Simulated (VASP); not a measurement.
A run of VASP 6.6.1:

Contents of INCAR:

```
ALGO = Normal
EDIFF = 1E-7
ENCUT = 520
GGA = PE
ISIF = 2
ISMEAR = 0
LASPH = T
LCHARG = F
LREAL = F
LWAVE = F
NBANDS = 19
NELM = 60
PREC = Accurate
SIGMA = 0.1
```

File KPOINTS:

```
k-points
0
Gamma
  6 6 4
```

The input POSCAR:

```
InSbO
1.0
    4.3616721800      0.0000000000      0.0000000000
   -2.1808360900      3.7773189100      0.0000000000
    0.0000000000      0.0000000000      4.8083240400
In Sb O
1 1 1
Direct
    0.0000000000      0.0000000000      0.5000000000
    0.3333333300      0.6666666700      0.5000000000
    0.6666666700      0.3333333300      0.0000000000
```

Potentials or basis: VASP PAW PBE potentials, release 64 (In_d, Sb, O).

Run with:

```console
$ cat potpaw_PBE.64/In_d/POTCAR potpaw_PBE.64/Sb/POTCAR potpaw_PBE.64/O/POTCAR > POTCAR
$ mpirun -np 1 vasp_std > vasp.out
```

Hardware: 1 thread of Intel Xeon 8259CL (shared host).

Q: How long does it take, and how much memory?

A: Wall time 44 s on 1 thread of Intel Xeon 8259CL, on a shared host, peak memory 0.2 GiB. Counts: scf iterations 17, k points 21.
